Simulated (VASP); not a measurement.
Here is a VASP 6.6.1 calculation.

Contents of INCAR:

```
ALGO     = Normal         # electronic algorithm
EDIFF    = 1E-6           # SCF threshold, eV
ENCUT    = 520            # plane-wave cutoff, eV
GGA      = PS             # functional
ISIF     = 2              # what is computed and relaxed
ISMEAR   = 0              # smearing method
LASPH    = T              # aspherical terms in the spheres
LCHARG   = F              # write CHGCAR
LREAL    = F              # projectors in reciprocal space
LWAVE    = F              # write WAVECAR
NBANDS   = 21             # bands
NELM     = 100            # most SCF steps
PREC     = Accurate       # precision mode
SIGMA    = 0.15           # smearing width, eV
```

The input KPOINTS:

```
k-points
0
Gamma
  14 14 14
```

Contents of POSCAR:

```
Ge
1.0
    0.0000000000      2.7580507500      2.8287700000
    2.7580507500      0.0000000000      2.8287700000
    2.7580507500      2.7580507500      0.0000000000
Ge
2
Direct
    0.5000000000      0.5000000000      0.5000000000
    0.7500000000      0.7500000000      0.7500000000
```

Potentials or basis: VASP PAW PBE potentials, release 64 (Ge_d).

Run with:

```sh
$ cat potpaw_PBE.64/Ge_d/POTCAR > POTCAR
$ mpirun -np 1 vasp_std > vasp.out
```

What does it give for the pressure?

4.6 GPa.

Estimate the band gap on the k mesh.

0.20 eV, indirect (least direct gap 0.39 eV).

Stress tensor (GPa, compression positive):
```
5.23 0.00 0.00
0.00 5.23 0.00
0.00 0.00 3.26
```

Caveat: the cell differs from its parent crystal (strain -0.025 along x and y, +0.000 along z); the PAW data sets were made with another functional, which shifts forces and pressure a little. A k mesh can miss the band edges.
